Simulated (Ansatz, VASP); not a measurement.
**One calculation of K2F, two programs**

Contents of INCAR:

```
SYSTEM = K2F
PREC = Accurate
ENCUT = 520
EDIFF = 1E-7
ISMEAR = 0
SIGMA = 0.1
LREAL = .False.
LASPH = .True.
NELM = 150
ALGO = Normal
ISIF = 2
LWAVE = .False.
LCHARG = .True.
ISPIN = 2
MAGMOM = 0 0 0 0 1 1
LORBIT = 11
GGA = PE
LELF = .True.
LVHAR = .True.
NBANDS = 38
```

File KPOINTS:

```
regular mesh
0
Gamma
  4 4 4
  0 0 0
```

POSCAR

```
K2F
1.0
    0.0000000000      5.0859061213      5.0859061213
    5.0859061213      0.0000000000      5.0859061213
    5.0859061213      5.0859061213      0.0000000000
K F
4 2
Direct
    0.1250000000      0.1250000000      0.1250000000
    0.6250000000      0.1250000000      0.1250000000
    0.1250000000      0.6250000000      0.1250000000
    0.1250000000      0.1250000000      0.6250000000
    0.5000000000      0.5000000000      0.5000000000
    0.7500000000      0.7500000000      0.7500000000
```

Input for Ansatz:

```yaml
crystal:
  lattice:
    - [0.0, 5.0859061213, 5.0859061213]
    - [5.0859061213, 0.0, 5.0859061213]
    - [5.0859061213, 5.0859061213, 0.0]
  atoms:
    - { symbol: K, position: [0.125, 0.125, 0.125] }
    - { symbol: K, position: [0.625, 0.125, 0.125] }
    - { symbol: K, position: [0.125, 0.625, 0.125] }
    - { symbol: K, position: [0.125, 0.125, 0.625] }
    - { symbol: F, position: [0.5, 0.5, 0.5], spin: 1.0 }
    - { symbol: F, position: [0.75, 0.75, 0.75], spin: 1.0 }
basis:
  ecutwfc: 420
kpoints:
  mp_grid: { grid: [4, 4, 4] }
hamiltonian:
  xc: pbe
scf:
  occupations: { method: gaussian, width: 0.1 }
  lower_state_search: "off"
output:
  forces: true
  stress: true
  eigenvalues: true
  populations: true
magnetization:
  spin_polarized: true
```

Change from the starting cell: species swapped into the TmCo2 type (Fd-3m, No. 227).

Alike in both runs: task single point; functional PBE; k mesh 4 × 4 × 4; occupations gaussian, width 0.1 eV; collinear spin.

```csv
,VASP,Ansatz
version,VASP 6.6.1,Ansatz 0.2.0
potentials or method,"VASP PAW PBE potentials, release 64 (K_sv, F), cutoff 520 eV","scalar-relativistic, plane waves, PAW"
valence electrons in the cell,50,50
```

Ansatz gave:

```
gap on the k mesh at the Fermi level (eV) : none
pressure (GPa)                            : 0.3
net moment per atom (μB)                  : 0.01
```

Problem. Estimate VASP's values.

Solution. gap on the k mesh at the Fermi level (eV): none; pressure (GPa): 0.2; net moment per atom (μB): 0.01.

A gap of «none» marks a metal or a gap that the smearing closes. Ansatz's warnings: seeded moment not kept.
